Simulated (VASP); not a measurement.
# SiSe (P-6m2) in VASP: further runs, part 2 of 2

VASP 6.6.1.

**3. Single point, r2SCAN+D3(BJ)**

This run uses another cell than the first one, of 20.14 Å³/atom.

The input, POSCAR:

```
SiSe
1.0
    3.5952000000      0.0000000000      0.0000000000
   -1.7976000000      3.1135300000      0.0000000000
    0.0000000000      0.0000000000      3.5987300000
Si Se
1 1
Direct
    0.6666700000      0.3333300000      0.5000000000
    0.0000000000      0.0000000000      0.0000000000
```

The input, INCAR.step1:

```
  PREC = Accurate
  ENCUT = 520
  ISMEAR = -1
  SIGMA = 0.05
  LREAL = False
  LASPH = True
  NELM = 80
  NBANDS = 12
  GGA = PE
  ALGO = Normal
  EDIFF = 1E-4
  LWAVE = True
  LCHARG = False
```

The input, INCAR.step2:

```
  PREC = Accurate
  ENCUT = 520
  EDIFF = 1E-6
  ISMEAR = -1
  SIGMA = 0.05
  LREAL = False
  LASPH = True
  NELM = 80
  ALGO = Normal
  ISIF = 2
  LWAVE = False
  LCHARG = False
  METAGGA = R2SCAN
  LMIXTAU = True
  IVDW = 12
  VDW_S6 = 1.0
  VDW_S8 = 0.78981345
  VDW_A1 = 0.49484001
  VDW_A2 = 5.73083694
  NBANDS = 12
  ISTART = 1
```

The input, KPOINTS:

```
regular mesh
0
Gamma
  9 9 7
```

Potentials or basis: VASP PAW PBE potentials, release 64 (Si, Se).

Started as:

```bash
cat potpaw_PBE.64/Si/POTCAR potpaw_PBE.64/Se/POTCAR > POTCAR
cp INCAR.step1 INCAR
mpirun -np 1 vasp_std > vasp.out
cp INCAR.step2 INCAR
mpirun -np 1 vasp_std > vasp.out
```

It took 2.7 min on 1 thread of AMD EPYC 7R43 (Zen 3), shared host; peak memory 0.17 GiB.

It converged, with:

```yaml
Free_energy: -22.6969 eV
Pressure: -1.2 GPa
Band_gap_on_the_k_mesh: zero (bands 5 and 6 overlap by 3.15 eV)
Dispersion_energy_per_atom: -0.173 eV
```

Stress tensor (GPa, compression positive):
```
-1.30  0.00  0.00
 0.00 -1.30  0.00
 0.00  0.00 -0.86
```

Levels at points of the mesh, in eV from the Fermi level:
```csv
k point,band 1,band 2,band 3,band 4,band 5,band 6,band 7,band 8,band 9,band 10
"(0.00, 0.00, 0.00)",-16.10,-4.88,-4.10,-2.11,-2.11,2.91,2.91,3.88,7.05,8.66
```

Caveat: three body term missing; the PAW data sets were made with another functional, which shifts forces and pressure a little.

**4. Relaxation of cell and atoms, r2SCAN**

This run uses another cell than the first one, of 20.14 Å³/atom.

POSCAR is that of step 3.

The input, INCAR.step1:

```
PREC = Accurate
ENCUT = 600
ISMEAR = -1
SIGMA = 0.05
LREAL = False
LASPH = True
NELM = 80
GGA = PE
ALGO = Normal
EDIFF = 1E-4
LWAVE = True
LCHARG = False
```

The input, INCAR.step2:

```
PREC = Accurate
ENCUT = 600
EDIFF = 1E-7
ISMEAR = -1
SIGMA = 0.05
LREAL = False
LASPH = True
NELM = 80
ALGO = Normal
ISIF = 3
LWAVE = False
LCHARG = False
METAGGA = R2SCAN
LMIXTAU = True
IBRION = 2
NSW = 60
EDIFFG = -0.01
ISTART = 1
```

The input, KPOINTS:

```
Automatic mesh
0
Gamma
  9 9 7
```

Started as:

```bash
cat potpaw_PBE.64/Si/POTCAR potpaw_PBE.64/Se/POTCAR > POTCAR
cp INCAR.step1 INCAR
mpirun -np 1 vasp_std > vasp.out
cp INCAR.step2 INCAR
mpirun -np 1 vasp_std > vasp.out
```

Wall time 5.8 min (1 thread of AMD EPYC 7R43 (Zen 3), shared host); peak memory 0.19 GiB.

The run converged. Its results:

```yaml
Free_energy: -22.3511 eV
Relaxed_volume: 20.20 Å³/atom
Relaxed_cell: a = 3.596 Å, b = 3.596 Å, c = 3.607 Å, α = 90.00°, β = 90.00°, γ = 120.00°
Space_group_after_relaxing_to_0.1_Å: P-6m2 (No. 187)
Energy_gained_by_relaxing: 0.1 meV/atom
Ionic_steps: 3
Pressure_after_relaxing: 0.0 GPa
Band_gap_on_the_k_mesh: zero (bands 5 and 6 overlap by 3.12 eV)
```

The path:
| step | energy change (eV) | largest force (eV/Å) | pressure (GPa) | volume (Å³) |
| --- | --- | --- | --- | --- |
| 1 | 0.0000 | 0.0000 | 0.19 | 40.28 |
| 2 | -0.0001 | 0.0000 | -0.07 | 40.42 |
| 3 | -0.0001 | 0.0000 | -0.03 | 40.40 |

Final structure:
```yaml
crystal:
  lattice:
    - [3.59592, 0.00000, 0.00000]
    - [-1.79796, 3.11415, 0.00000]
    - [0.00000, 0.00000, 3.60738]
  atoms:
    - { symbol: Si, position: [0.66667, 0.33333, 0.50000] }
    - { symbol: Se, position: [0.00000, 0.00000, 0.00000] }
```

Levels at points of the mesh, in eV from the Fermi level:
```csv
k point,band 1,band 2,band 3,band 4,band 5,band 6,band 7,band 8,band 9
"(0.00, 0.00, 0.00)",-16.07,-4.90,-4.10,-2.08,-2.08,2.93,2.93,3.90,7.03
```

Caveat: the PAW data sets were made with another functional, which shifts forces and pressure a little.

**5. Relaxation of cell and atoms, r2SCAN+D3(BJ)**

This run uses another cell than the first one, of 20.14 Å³/atom.

POSCAR is that of step 4.

The input, INCAR.step1:

```
ALGO = Normal
EDIFF = 1E-4
ENCUT = 600
GGA = PE
ISMEAR = -1
LASPH = T
LCHARG = F
LREAL = F
LWAVE = T
NELM = 80
PREC = Accurate
SIGMA = 0.05
```

The input, INCAR.step2:

```
ALGO = Normal
EDIFF = 1E-7
EDIFFG = -0.01
ENCUT = 600
IBRION = 2
ISIF = 3
ISMEAR = -1
ISTART = 1
IVDW = 12
LASPH = T
LCHARG = F
LMIXTAU = T
LREAL = F
LWAVE = F
METAGGA = R2SCAN
NELM = 80
NSW = 60
PREC = Accurate
SIGMA = 0.05
VDW_A1 = 0.49484001
VDW_A2 = 5.73083694
VDW_S6 = 1.0
VDW_S8 = 0.78981345
```

The input, KPOINTS:

```
k-points
0
Gamma
  9 9 7
```

Started as:

```bash
cat potpaw_PBE.64/Si/POTCAR potpaw_PBE.64/Se/POTCAR > POTCAR
cp INCAR.step1 INCAR
mpirun -np 1 vasp_std > vasp.out
cp INCAR.step2 INCAR
mpirun -np 1 vasp_std > vasp.out
```

It took 11 min on 1 thread of AMD EPYC 7R43 (Zen 3), shared host; peak memory 0.19 GiB.

The run converged. Its results:

| Property | Result |
| --- | --- |
| Free energy | -22.7010 eV |
| Relaxed volume | 19.67 Å³/atom |
| Relaxed cell | a = 3.558 Å, b = 3.558 Å, c = 3.590 Å, α = 90.00°, β = 90.00°, γ = 120.00° |
| Space group after relaxing (to 0.1 Å) | P-6m2 (No. 187) |
| Energy gained by relaxing | 1.9 meV/atom |
| Ionic steps | 5 |
| Pressure after relaxing | 0.0 GPa |
| Band gap on the k mesh | zero (bands 5 and 6 overlap by 3.26 eV) |
| Dispersion energy per atom | -0.177 eV |

Step by step:
| step | energy change (eV) | largest force (eV/Å) | pressure (GPa) | volume (Å³) |
| --- | --- | --- | --- | --- |
| 1 | 0.0000 | 0.0000 | -1.16 | 40.28 |
| 2 | -0.0035 | 0.0000 | -0.04 | 39.44 |
| 3 | -0.0035 | 0.0000 | 0.05 | 39.37 |
| 4 | -0.0038 | 0.0000 | 0.01 | 39.35 |
| 5 | -0.0038 | 0.0000 | 0.00 | 39.35 |

Final structure:
```cif
data_structure
_symmetry_space_group_name_H-M 'P 1'
_symmetry_Int_Tables_number 1
_cell_length_a 3.5577
_cell_length_b 3.5577
_cell_length_c 3.5897
_cell_angle_alpha 90.000
_cell_angle_beta 90.000
_cell_angle_gamma 120.000
_cell_volume 39.35
loop_
_atom_site_label
_atom_site_type_symbol
_atom_site_fract_x
_atom_site_fract_y
_atom_site_fract_z
_atom_site_occupancy
Si1 Si 0.66667 0.33333 0.50000 1
Se1 Se 0.00000 0.00000 0.00000 1
```

Levels at points of the mesh, in eV from the Fermi level:
```csv
k point,band 2,band 3,band 4,band 5,band 6,band 7,band 8,band 9
"(0.00, 0.00, 0.00)",-4.81,-4.26,-2.08,-2.08,3.00,3.00,3.85,7.26
```

Caveat: the PAW data sets were made with another functional, which shifts forces and pressure a little.

**6. Relaxation of cell and atoms, r2SCAN+D4**

This run uses another cell than the first one, of 20.14 Å³/atom.

POSCAR is that of step 5.

The input, INCAR.step1:

```
SYSTEM = SiSe
PREC = Accurate
ENCUT = 600
ISMEAR = -1
SIGMA = 0.05
LREAL = .FALSE.
LASPH = .TRUE.
NELM = 80
GGA = PE
ALGO = Normal
EDIFF = 1E-4
LWAVE = .TRUE.
LCHARG = .FALSE.
```

The input, INCAR.step2:

```
SYSTEM = SiSe
PREC = Accurate
ENCUT = 600
EDIFF = 1E-6
ISMEAR = -1
SIGMA = 0.05
LREAL = .FALSE.
LASPH = .TRUE.
NELM = 80
ALGO = Normal
ISIF = 3
LWAVE = .FALSE.
LCHARG = .FALSE.
METAGGA = R2SCAN
LMIXTAU = .TRUE.
IVDW = 13
IBRION = 2
NSW = 60
EDIFFG = -0.01
VDW_S6 = 1.0
VDW_S8 = 0.6018749
VDW_A1 = 0.51559235
VDW_A2 = 5.77342911
ISTART = 1
```

The input, KPOINTS:

```
Automatic mesh
0
G
  9 9 7
  0 0 0
```

Potentials or basis: VASP PAW PBE potentials, release 64 (Si, Se).

Started as:

```bash
cat potpaw_PBE.64/Si/POTCAR potpaw_PBE.64/Se/POTCAR > POTCAR
cp INCAR.step1 INCAR
mpirun -np 1 vasp_std > vasp.out
cp INCAR.step2 INCAR
mpirun -np 1 vasp_std > vasp.out
```

It took 9.8 min on 1 thread of AMD EPYC 7R43 (Zen 3), shared host; peak memory 0.19 GiB.

The run converged. Its results:

```yaml
Free_energy: -22.6390 eV
Relaxed_volume: 19.98 Å³/atom
Relaxed_cell: a = 3.577 Å, b = 3.577 Å, c = 3.605 Å, α = 90.00°, β = 90.00°, γ = 120.00°
Space_group_after_relaxing_to_0.1_Å: P-6m2 (No. 187)
Energy_gained_by_relaxing: 0.3 meV/atom
Ionic_steps: 5
Pressure_after_relaxing: 0.0 GPa
Band_gap_on_the_k_mesh: zero (bands 5 and 6 overlap by 3.17 eV)
Dispersion_energy_per_atom: -0.144 eV
```

The path:
```csv
step,energy change (eV),largest force (eV/Å),pressure (GPa),volume (Å³)
1,0.0000,0.0000,-0.08,40.28
2,-0.0004,0.0000,-0.09,40.23
3,-0.0004,0.0000,-0.10,40.20
4,-0.0005,0.0000,-0.07,40.12
5,-0.0005,0.0000,0.02,39.95
```

Final structure:
```
CELL_PARAMETERS angstrom
3.57742 0.00001 0.00000
-1.78870 3.09813 0.00000
0.00000 0.00000 3.60461
ATOMIC_POSITIONS crystal
Si 0.66667 0.33333 0.50000
Se 0.00000 0.00000 0.00000
```

Levels at points of the mesh, in eV from the Fermi level:
| k point | band 1 | band 2 | band 3 | band 4 | band 5 | band 6 | band 7 | band 8 | band 9 |
| --- | --- | --- | --- | --- | --- | --- | --- | --- | --- |
| (0.00, 0.00, 0.00) | -16.15 | -4.87 | -4.18 | -2.06 | -2.06 | 2.97 | 2.97 | 3.90 | 7.13 |

Caveat: the PAW data sets were made with another functional, which shifts forces and pressure a little.

**7. Summary**

```csv
task,level,cell,cutoff (eV),gap on the mesh (eV),pressure (GPa),relaxed volume (Å³/atom)
single point,r2SCAN,"a = 3.594, b = 3.594, c = 3.608 Å, angles 90.0, 90.0, 120.0°, 2 atoms",520,none,0.0,-
single point,r2SCAN+D3(BJ),"a = 3.595, b = 3.595, c = 3.599 Å, angles 90.0, 90.0, 120.0°, 2 atoms",520,none,-1.2,-
relaxation of cell and atoms,r2SCAN,"relaxed from a = 3.595, b = 3.595, c = 3.599 Å, angles 90.0, 90.0, 120.0°, 2 atoms",600,none,0.0,20.20
relaxation of cell and atoms,r2SCAN+D3(BJ),"relaxed from a = 3.595, b = 3.595, c = 3.599 Å, angles 90.0, 90.0, 120.0°, 2 atoms",600,none,0.0,19.67
relaxation of cell and atoms,r2SCAN+D4,"relaxed from a = 3.595, b = 3.595, c = 3.599 Å, angles 90.0, 90.0, 120.0°, 2 atoms",600,none,0.0,19.98
```

Alike in all rows: potentials or basis VASP PAW PBE potentials, release 64 (Si, Se); no spin polarisation; k mesh 9 × 9 × 7; smearing fermi-dirac 0.05 eV.

Caveats: the PAW data sets were made with another functional, which shifts forces and pressure a little; three body term missing (at least some runs).

Absolute energies hang on the potentials; compare differences alone.
